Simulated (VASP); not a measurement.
Runs of VASP 6.6.1 on TePb. The structure is that of space group Fm-3m (No. 225), or close to it. The cells are those of the table. 

| task | cell | gap on the mesh (eV) | pressure (GPa) |
| --- | --- | --- | --- |
| electric field gradients | a = 4.564 Å, angles 60.0°, 2 atoms | - | 2.3 |
| single point | a = 4.552, b = 4.552, c = 4.587 Å, angles 59.8, 59.8, 60.5°, 2 atoms | 0.84 | 2.3 |
| electric field gradients | a = 4.594 Å, angles 60.0°, 2 atoms | - | 1.3 |
| single point | a = 4.502 Å, angles 60.0°, 2 atoms | - | 4.4 |
| electric field gradients | a = 4.598, b = 4.598, c = 4.632 Å, angles 59.8, 59.8, 60.5°, 2 atoms | (a) | 0.9 |
| single point | a = 4.533 Å, angles 60.0°, 2 atoms | - | (b) |
| single point | a = 4.594 Å, angles 60.0°, 2 atoms | - | 1.3 |
| single point | a = 4.564 Å, angles 60.0°, 2 atoms | - | 2.2 |

Alike in all rows: level PBE; potentials or basis VASP PAW PBE potentials, release 64 (Te, Pb_d); no spin polarisation; k mesh 11 × 11 × 11; cutoff (eV) 520; smearing fermi-dirac 0.08 eV.

Estimate the missing entries.

(a) 0.89; (b) 3.3.

Caveats: spin-orbit coupling is left out, which moves the levels of the heavy elements.

A k mesh can miss the band edges, and the runs leave out spin-orbit coupling on Pb, Te.
